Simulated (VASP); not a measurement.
# BN (Cm) in VASP: further runs

Runs on BN. Level: PBEsol. Tasks: single point.

Everything below comes from runs of VASP 6.6.1. Logs are shortened: lines on timing, memory, paths and dates and some standing lists are left out, and cuts for length are marked.

### Step 1. The cell of the first run

The structure is monoclinic, space group Cm (No. 8). Conventional cell: a = 4.401 Å, b = 2.541 Å, c = 12.615 Å, α = 90.00°, β = 91.67°, γ = 90.00°. Within 2.1 Å of B (site symmetry m) lie 4 N at 1.56 to 1.62 Å. B (site symmetry m) has 4 N at 1.56 to 1.57 Å within 2.1 Å. Within 2.1 Å of B (site symmetry m) lie 4 N at 1.56 to 1.57 Å. Within 2.1 Å of B (site symmetry m) lie 4 N at 1.56 to 1.57 Å. B (site symmetry m) has 4 N at 1.56 to 1.57 Å within 2.1 Å. B (site symmetry m) has 4 N at 1.56 to 1.57 Å within 2.1 Å. N (site symmetry m) has 4 B at 1.56 to 1.62 Å within 2.1 Å. Within 2.1 Å of N (site symmetry m) lie 4 B at 1.56 to 1.57 Å.

### Step 2. Single point, PBEsol

INCAR reads:

```
PREC     = Accurate       # precision mode
ENCUT    = 600            # plane-wave cutoff, eV
EDIFF    = 1E-6           # SCF threshold, eV
ISMEAR   = 0              # smearing method
SIGMA    = 0.05           # smearing width, eV
LREAL    = F              # projectors in reciprocal space
LASPH    = T              # aspherical terms in the spheres
NELM     = 120            # most SCF steps
ALGO     = Normal         # electronic algorithm
ISIF     = 2              # what is computed and relaxed
LWAVE    = F              # write WAVECAR
LCHARG   = T              # write CHGCAR
GGA      = PS             # functional
LELF     = T              # ELF
LVHAR    = T            
NBANDS   = 36             # bands
GGA_COMPAT= F
```

KPOINTS reads:

```
Automatic mesh
0
Gamma
  10 10 2
```

POSCAR reads:

```
BN
1.0
   -2.5410113134      0.0000000000      0.0000000000
   -1.2705056567     -2.2005803487      0.0000000000
   -0.3174993636     -0.1833083430     12.6098865131
B N
6 6
Direct
    0.6614650538      0.6614650538      0.0624443320
    0.6336983871      0.6336983871      0.3957776653
    0.6059317205      0.6059317205      0.7291109987
    0.2587150538      0.2587150538      0.8957776653
    0.3142483871      0.3142483871      0.2291109987
    0.2864817205      0.2864817205      0.5624443320
    0.5885627262      0.5885627262      0.9376223347
    0.6440960595      0.6440960595      0.2709556680
    0.6163293929      0.6163293929      0.6042890013
    0.2691127262      0.2691127262      0.7709556680
    0.3246460595      0.3246460595      0.1042890013
    0.2968793929      0.2968793929      0.4376223347
```

Potentials or basis: VASP PAW PBE potentials, release 64 (B, N).

The run is started by

```console
$ cat potpaw_PBE.64/B/POTCAR potpaw_PBE.64/N/POTCAR > POTCAR
$ mpirun -np 1 vasp_std > vasp.out
```

OUTCAR:

```text
PREC = Accurate
   ENCUT = 600
   EDIFF = 1E-6
   ISMEAR = 0
   LREAL = F
   LASPH = T
   NELM = 120
   ISIF = 2
   GGA = PS

 ion  position               nearest neighbor table
   1  0.661  0.661  0.062-  11 1.56  11 1.56  11 1.56   7 1.62
   2  0.634  0.634  0.396-  12 1.56  12 1.56  12 1.56   8 1.57
   3  0.606  0.606  0.729-  10 1.56  10 1.56  10 1.56   9 1.57
   4  0.259  0.259  0.896-   7 1.56   7 1.56   7 1.56  10 1.57
   5  0.314  0.314  0.229-   8 1.56   8 1.56   8 1.56  11 1.57
   6  0.286  0.286  0.562-   9 1.56   9 1.56   9 1.56  12 1.57
   7  0.589  0.589  0.938-   4 1.56   4 1.56   4 1.56   1 1.62
   8  0.644  0.644  0.271-   5 1.56   5 1.56   5 1.56   2 1.57
   9  0.616  0.616  0.604-   6 1.56   6 1.56   6 1.56   3 1.57
  10  0.269  0.269  0.771-   3 1.56   3 1.56   3 1.56   4 1.57
  11  0.325  0.325  0.104-   1 1.56   1 1.56   1 1.56   5 1.57
  12  0.297  0.297  0.438-   2 1.56   2 1.56   2 1.56   6 1.57

  LATTYP: Found a base centered monoclinic cell.
 ALAT       =     4.4011606974
 B/A-ratio  =     0.5773502692
 C/A-ratio  =     2.8663381584
 COS(beta)  =    -0.0290614699

  Lattice vectors:

 A1 = (   2.5410113134,   0.0000000000,   0.0000000000)
 A2 = (   1.2705056567,   2.2005803487,   0.0000000000)
 A3 = (  -0.3174993636,  -0.1833083430,  12.6098865131)

Analysis of symmetry for initial positions (statically):
=====================================================================
 Subroutine PRICEL returns:
 Original cell was already a primitive cell.

 Routine SETGRP: Setting up the symmetry group for a
 base centered monoclinic supercell.

 Subroutine GETGRP returns: Found  2 space group operations
 (whereof  2 operations were pure point group operations)
 out of a pool of  4 trial point group operations.

The static configuration has the point symmetry C_1h.

Analysis of symmetry for dynamics (positions and initial velocities):
=====================================================================
 Subroutine PRICEL returns:
 Original cell was already a primitive cell.

 Routine SETGRP: Setting up the symmetry group for a
 base centered monoclinic supercell.

 Subroutine GETGRP returns: Found  2 space group operations
 (whereof  2 operations were pure point group operations)
 out of a pool of  4 trial point group operations.

The dynamic configuration has the point symmetry C_1h.

 Subroutine INISYM returns: Found  2 space group operations
 (whereof  2 operations are pure point group operations),
 and found     1 'primitive' translations

----------------------------------------------------------------------------------------

                                     Primitive cell

  volume of cell :      70.5107

  direct lattice vectors                    reciprocal lattice vectors
    -2.541011313  0.000000000  0.000000000    -0.393544096  0.227212790 -0.006605928
    -1.270505657 -2.200580349  0.000000000     0.000000000 -0.454425579 -0.006605928
    -0.317499364 -0.183308343 12.609886513     0.000000000  0.000000000  0.079302855

  length of vectors
     2.541011313  2.541011313 12.615214848     0.454473592  0.454473592  0.079302855

  position of ions in fractional coordinates (direct lattice)
     0.661465054  0.661465054  0.062444332
     0.633698387  0.633698387  0.395777665
     0.605931721  0.605931721  0.729110999
     0.258715054  0.258715054  0.895777665
     0.314248387  0.314248387  0.229110999
     0.286481720  0.286481720  0.562444332
     0.588562726  0.588562726  0.937622335
     0.644096060  0.644096060  0.270955668
     0.616329393  0.616329393  0.604289001
     0.269112726  0.269112726  0.770955668
     0.324646059  0.324646059  0.104289001
     0.296879393  0.296879393  0.437622335

  ion indices of the primitive-cell ions
   primitive index   ion index
                 1           1
                 2           2
                 3           3
                 4           4
                 5           5
                 6           6
                 7           7
                 8           8
                 9           9
                10          10
                11          11
                12          12

----------------------------------------------------------------------------------------

 KPOINTS: Automatic mesh

Automatic generation of k-mesh.
 Grid dimensions read from file:
 generate k-points for:   10   10    2

 Generating k-lattice:

  Cartesian coordinates                     Fractional coordinates (reciprocal lattice)
    -0.039354410  0.022721279 -0.000660593     0.100000000  0.000000000  0.000000000
     0.000000000 -0.045442558 -0.000660593     0.000000000  0.100000000 -0.000000000
     0.000000000  0.000000000  0.039651427     0.000000000  0.000000000  0.500000000

  Length of vectors
     0.045447359  0.045447359  0.039651427

  Shift w.r.t. Gamma in fractional coordinates (k-lattice)
     0.000000000  0.000000000  0.000000000

 Subroutine IBZKPT returns following result:
[... 41 lines left out ...]
   ISYM   =      2    0-nonsym 1-usesym 2-fastsym
   POTIM  = 0.5000    time-step for ionic-motion
   TEBEG  =    0.0;   TEEND  =   0.0 temperature during run
   PSTRESS=    0.0 pullay stress
   NELECT =      48.0000    total number of electrons
   NUPDOWN=      -1.0000    fix difference up-down
   EMIN   =  10.00;   EMAX   =-10.00  energy-range for DOS
   EFERMI =   0.00;   METHOD = LEGACY
   ISMEAR =     0;   SIGMA  =   0.05  broadening in eV -4-tet -1-fermi 0-gaus
   EFERMI_NEDOS =   21; number of points for ismear=-14 and -15
   IALGO  =     38    algorithm
   IMIX   =      4    mixing-type and parameters
     AMIX     =   0.40;   BMIX     =  1.00
     AMIX_MAG =   1.60;   BMIX_MAG =  1.00
  volume/ion in A,a.u.               =       5.88        39.65
  Fermi-wavevector in a.u.,A,eV,Ry     =   1.440136  2.721463 28.218379  2.073992
  Thomas-Fermi vector in A             =   2.558914
   LORBIT       =      0    0 simple, 1 ext, 2 COOP (PROOUT), +10 PAW based schemes
   GGA     = PS    functional components
   LHFCALC =     F    Hartree Fock is set to
   AEXX    =    0.0000 exact exchange contribution
   IVDW    =     0    specifies the selected vdW correction
   LEPSILON=     F    determine dielectric tensor
   LRPA    =     F    only Hartree local field effects (RPA)
 non-spin polarized calculation
 Gauss-broadening in eV      SIGMA  =   0.05
  energy-cutoff  :      600.00
  volume of cell :       70.51
 maximum number of plane-waves:      2380
   NGX = 11   NGY = 11   NGZ = 51

 number of electron      47.9999997 magnetization

 Free energy of the ion-electron system (eV)
  ---------------------------------------------------
  ext. energy  EPLUGINS =         0.00000000
  ---------------------------------------------------
  free energy    TOTEN  =      -109.50083296 eV

  energy without entropy =     -109.50083296  energy(sigma->0) =     -109.50083296

 E-fermi :   7.9867     XC(G=0): -13.0379

 val. band max:        7.7293648829   @ k =   0.0000   0.0000   0.0000
 cond. band min:      12.6447407719   @ k =  -0.3000   0.3000   0.0000
 fundamental gap:      4.9153758890
 Fermi energy:         7.9866802044

 k-point     1 :       0.0000    0.0000    0.0000
  band No.  band energies     occupation
      1     -12.9019      2.00000
      2     -12.2490      2.00000
      3     -12.2117      2.00000
      4     -10.3878      2.00000
      5     -10.3480      2.00000
      6      -8.6596      2.00000
[... 28 lines left out ...]
     35      17.1546      0.00000
     36      17.4321      0.00000

 k-point     2 :       0.1000    0.0000    0.0000
  band No.  band energies     occupation
      1     -12.6826      2.00000
      2     -12.0375      2.00000
      3     -11.9929      2.00000
      4     -10.1980      2.00000
      5     -10.1405      2.00000
      6      -8.4900      2.00000
[... 28 lines left out ...]
     35      17.8225      0.00000
     36      17.9425      0.00000
[... 817 lines left out ...]
     35      19.3933      0.00000
     36      19.4933      0.00000

 k-point    24 :       0.4000    0.3000    0.0000
  band No.  band energies     occupation
      1     -10.2017      2.00000
      2      -9.7117      2.00000
      3      -9.5407      2.00000
      4      -8.2916      2.00000
      5      -8.0272      2.00000
      6      -7.1054      2.00000
[... 28 lines left out ...]
     35      19.3232      0.00000
     36      19.4276      0.00000

 [... further k-points ...]
[... 5 lines left out ...]
  --------------------------------------------------------------------------------------
  -------------------------------------------------------------------------------------
  Total       -0.1570061     -0.1402534      0.6284824     -0.0145083      2.1493760      3.7228286
  in kB       -3.5675674     -3.1869047     14.2806728     -0.3296636     48.8391364     84.5918685
  external PRESSURE =       2.5087336 kB  Pullay stress =       0.0000000 kB

 VOLUME and BASIS-vectors are now :
 -----------------------------------------------------------------------------
  energy-cutoff  :      600.00
  volume of cell :       70.51
      direct lattice vectors                 reciprocal lattice vectors
    -2.541011313  0.000000000  0.000000000    -0.393544096  0.227212790 -0.006605928
    -1.270505657 -2.200580349  0.000000000     0.000000000 -0.454425579 -0.006605928
    -0.317499364 -0.183308343 12.609886513     0.000000000  0.000000000  0.079302855

 POSITION                                       TOTAL-FORCE (eV/Angst)
 -----------------------------------------------------------------------------------
     -2.54101     -1.46705      0.78742         1.498951      0.865420     -0.099968
     -2.54101     -1.46705      4.99071         0.003094      0.001787      0.031043
     -2.54101     -1.46705      9.19401        -0.017310     -0.009994      0.031697
     -1.27051     -0.73353     11.29565        -0.005712     -0.003298     -0.001934
     -1.27051     -0.73353      2.88906         0.128505      0.074192      0.067338
     -1.27051     -0.73353      7.09236        -0.000786     -0.000454      0.029803
     -2.54101     -1.46705     11.82331        -1.778385     -1.026751     -0.050436
     -2.54101     -1.46705      3.41672         0.009591      0.005537     -0.027106
     -2.54101     -1.46705      7.62002        -0.001655     -0.000956     -0.031347
     -1.27051     -0.73353      9.72166        -0.100259     -0.057885     -0.067447
     -1.27051     -0.73353      1.31507         0.263001      0.151844      0.148130
     -1.27051     -0.73353      5.51837         0.000964      0.000556     -0.029773
 -----------------------------------------------------------------------------------
    total drift:                                0.000232      0.000134      0.000264

  FREE ENERGIE OF THE ION-ELECTRON SYSTEM (eV)
  ---------------------------------------------------
  free  energy   TOTEN  =      -109.5008329639 eV

  energy  without entropy=     -109.5008329639  energy(sigma->0) =     -109.50083296
```

Run time: 94 s. Hardware: 1 thread of Intel Xeon 6975P-C (Granite Rapids), shared host; peak memory 0.27 GiB.

Results:

| Item | Value |
| --- | --- |
| Free energy | -109.5008 eV |
| Pressure | 0.3 GPa |
| Largest force | 2.054 eV/Å |
| Band gap on the k mesh | 4.92 eV, indirect (least direct gap 7.85 eV) |

Forces on the atoms (eV/Å):
```
B    1.499  0.865 -0.100
B    0.003  0.002  0.031
B   -0.017 -0.010  0.032
B   -0.006 -0.003 -0.002
B    0.129  0.074  0.067
B   -0.001  0.000  0.030
N   -1.778 -1.027 -0.050
N    0.010  0.006 -0.027
N   -0.002 -0.001 -0.031
N   -0.100 -0.058 -0.067
N    0.263  0.152  0.148
N    0.001  0.001 -0.030
```

Stress tensor (GPa, compression positive):
```
-0.36 -0.03  8.46
-0.03 -0.32  4.88
 8.46  4.88  1.43
```

Caveat: the PAW data sets were made with another functional, which shifts forces and pressure a little. PBEsol gaps usually lie below the measured ones, often by a third to a half.

### Step 3. Single point, PBEsol

INCAR reads:

```
SYSTEM = BN
PREC = Accurate ; ENCUT = 600
EDIFF = 1E-6 ; ISMEAR = 0
SIGMA = 0.05 ; LREAL = .False.
LASPH = .True. ; NELM = 120
ALGO = Normal ; ISIF = 2
LWAVE = .False. ; LCHARG = .True.
GGA = PS ; LELF = .True.
LVHAR = .True. ; NBANDS = 36
GGA_COMPAT = .False.
```

KPOINTS reads:

```
Automatic mesh
0
Gamma
  10 10 2
  0 0 0
```

POSCAR reads:

```
BN
1.0
   -2.5410113134      0.0000000000      0.0000000000
   -1.2705056567     -2.2005803487      0.0000000000
   -0.9528792425     -0.5501450872     12.6098865131
B N
6 6
Direct
    0.6510555837      0.6510555837      0.0624443320
    0.5677222503      0.5677222503      0.3957776653
    0.4843889170      0.4843889170      0.7291109987
    0.1093889170      0.1093889170      0.8957776653
    0.2760555837      0.2760555837      0.2291109987
    0.1927222503      0.1927222503      0.5624443320
    0.4322610830      0.4322610830      0.9376223347
    0.5989277497      0.5989277497      0.2709556680
    0.5155944163      0.5155944163      0.6042890013
    0.1405944163      0.1405944163      0.7709556680
    0.3072610830      0.3072610830      0.1042890013
    0.2239277497      0.2239277497      0.4376223347
```

Potentials or basis: VASP PAW PBE potentials, release 64 (B, N).

The run is started by

```console
$ cat potpaw_PBE.64/B/POTCAR potpaw_PBE.64/N/POTCAR > POTCAR
$ mpirun -np 1 vasp_std > vasp.out
```

Run time: 93 s. Hardware: 1 thread of Intel Xeon 6975P-C (Granite Rapids), shared host; peak memory 0.27 GiB.

Results (log left out):

```yaml
Free_energy: -106.7956 eV
Pressure: 2.9 GPa
Largest_force: 4.775 eV/Å
Band_gap_on_the_k_mesh: 2.61 eV, indirect (least direct gap 3.55 eV)
```

Forces in eV/Å, atoms in the order of the input:
```
B    2.075  1.198  1.126
B    0.014  0.008  0.183
B   -0.032 -0.019  0.189
B    0.255  0.147 -0.134
B    0.288  0.166  0.504
B   -0.001 -0.001  0.177
N   -3.318 -1.916 -2.849
N    0.045  0.026 -0.176
N   -0.003 -0.002 -0.187
N   -0.179 -0.103 -0.418
N    0.853  0.492  1.762
N    0.004  0.002 -0.177
```

Stress tensor (GPa, compression positive):
```
-6.25 -2.59 15.38
-2.59 -3.26  8.88
15.38  8.88 18.30
```

Levels at points of the mesh, in eV from the valence-band top:
| k point | band 21 | band 22 | band 23 | band 24 | band 25 | band 26 | band 27 | band 28 |
| --- | --- | --- | --- | --- | --- | --- | --- | --- |
| (0.00, 0.00, 0.00) | -0.72 | -0.37 | -0.30 | 0.00 | 6.55 | 7.72 | 7.75 | 8.28 |
| (0.50, 0.00, 0.00) | -3.79 | -3.06 | -2.62 | -1.57 | 3.54 | 5.42 | 6.16 | 6.34 |
| (0.50, 0.50, 0.00) | -3.57 | -3.33 | -2.45 | -0.98 | 2.64 | 5.56 | 6.24 | 6.36 |
| (0.00, 0.00, 0.50) | -0.84 | -0.59 | -0.28 | -0.25 | 6.61 | 7.68 | 7.71 | 8.48 |
| (0.50, 0.00, 0.50) | -3.68 | -3.37 | -2.53 | -1.66 | 3.61 | 5.47 | 6.23 | 6.33 |
| (0.50, 0.50, 0.50) | -3.89 | -2.96 | -2.57 | -0.94 | 2.61 | 5.53 | 6.19 | 6.41 |

Caveat: the PAW data sets were made with another functional, which shifts forces and pressure a little. A k mesh can miss the band edges.

### Step 4. Single point, PBEsol

INCAR reads:

```
SYSTEM = BN
PREC = Accurate
ENCUT = 600
EDIFF = 1E-6
ISMEAR = 0
SIGMA = 0.05
LREAL = .FALSE.
LASPH = .TRUE.
NELM = 120
ALGO = Normal
ISIF = 2
LWAVE = .FALSE.
LCHARG = .FALSE.
GGA = PS
NBANDS = 36
GGA_COMPAT = .FALSE.
```

KPOINTS reads:

```
regular mesh
0
G
  10 10 2
  0 0 0
```

POSCAR reads:

```
BN
1.0
   -2.5410113134      0.0000000000      0.0000000000
   -1.2705056567     -2.2005803487      0.0000000000
   -1.5882591214     -0.9169818313     12.6098865131
B N
6 6
Direct
    0.6406461135      0.6406461135      0.0624443320
    0.5017461135      0.5017461135      0.3957776653
    0.3628461135      0.3628461135      0.7291109987
   -0.0399372198     -0.0399372198      0.8957776653
    0.2378627802      0.2378627802      0.2291109987
    0.0989627802      0.0989627802      0.5624443320
    0.2759594398      0.2759594398      0.9376223347
    0.5537594398      0.5537594398      0.2709556680
    0.4148594398      0.4148594398      0.6042890013
    0.0120761065      0.0120761065      0.7709556680
    0.2898761065      0.2898761065      0.1042890013
    0.1509761065      0.1509761065      0.4376223347
```

The run is started by

```console
$ cat potpaw_PBE.64/B/POTCAR potpaw_PBE.64/N/POTCAR > POTCAR
$ mpirun -np 1 vasp_std > vasp.out
```

It took 96 s on 1 thread of Intel Xeon 6975P-C (Granite Rapids), shared host; peak memory 0.27 GiB.

Results (log left out):

| Item | Value |
| --- | --- |
| Free energy | -106.5233 eV |
| Pressure | 3.3 GPa |
| Largest force | 3.951 eV/Å |
| Band gap on the k mesh | 2.31 eV, indirect (least direct gap 3.06 eV) |

Forces on the atoms (eV/Å):
```
B   -0.609 -0.351  1.244
B   -0.019 -0.011  0.198
B    0.014  0.008  0.210
B   -0.427 -0.247 -0.138
B   -0.269 -0.155  0.543
B    0.001  0.000  0.193
N    2.042  1.179 -3.170
N   -0.046 -0.027 -0.198
N    0.001  0.000 -0.204
N    0.114  0.066 -0.467
N   -0.799 -0.461  1.985
N   -0.003 -0.002 -0.194
```

Stress tensor (GPa, compression positive):
```
-2.90  3.98 -9.13
 3.98 -7.50 -5.27
-9.13 -5.27 20.18
```

Levels at points of the mesh, in eV from the valence-band top:
```
           k point  band 22  band 23  band 24  band 25  band 26  band 27
(0.00, 0.00, 0.00)    -0.29    -0.29    -0.02     6.43     7.56     7.67
(0.50, 0.00, 0.00)    -3.06    -2.57    -0.75     2.31     5.60     6.18
(0.50, 0.50, 0.00)    -3.35    -2.44    -2.13     4.09     5.16     6.17
(0.00, 0.00, 0.50)    -0.60    -0.24    -0.23     6.49     7.53     7.66
(0.50, 0.00, 0.50)    -3.33    -2.49    -0.82     2.37     5.64     6.25
(0.50, 0.50, 0.50)    -2.96    -2.56    -2.03     4.04     5.10     6.12
```

Caveat: the PAW data sets were made with another functional, which shifts forces and pressure a little. A k mesh can miss the band edges.

### Step 5. Summary

| cell | gap on the mesh (eV) | pressure (GPa) | largest force (eV/Å) |
| --- | --- | --- | --- |
| a = 2.541, b = 2.541, c = 12.615 Å, angles 88.6, 88.6, 60.0°, 12 atoms | 4.92 | 0.3 | 2.05 |
| a = 2.541, b = 2.541, c = 12.658 Å, angles 85.7, 85.7, 60.0°, 12 atoms | 2.61 | 2.9 | 4.77 |
| a = 2.541, b = 2.541, c = 12.743 Å, angles 82.8, 82.8, 60.0°, 12 atoms | 2.31 | 3.3 | 3.95 |

Alike in all rows: task single point; level PBEsol; potentials or basis VASP PAW PBE potentials, release 64 (B, N); no spin polarisation; k mesh 10 × 10 × 2; cutoff (eV) 600; smearing gaussian 0.05 eV.

Caveats: the PAW data sets were made with another functional, which shifts forces and pressure a little.

Total energies depend on the potentials used, so only differences within one code and one set of settings carry meaning.
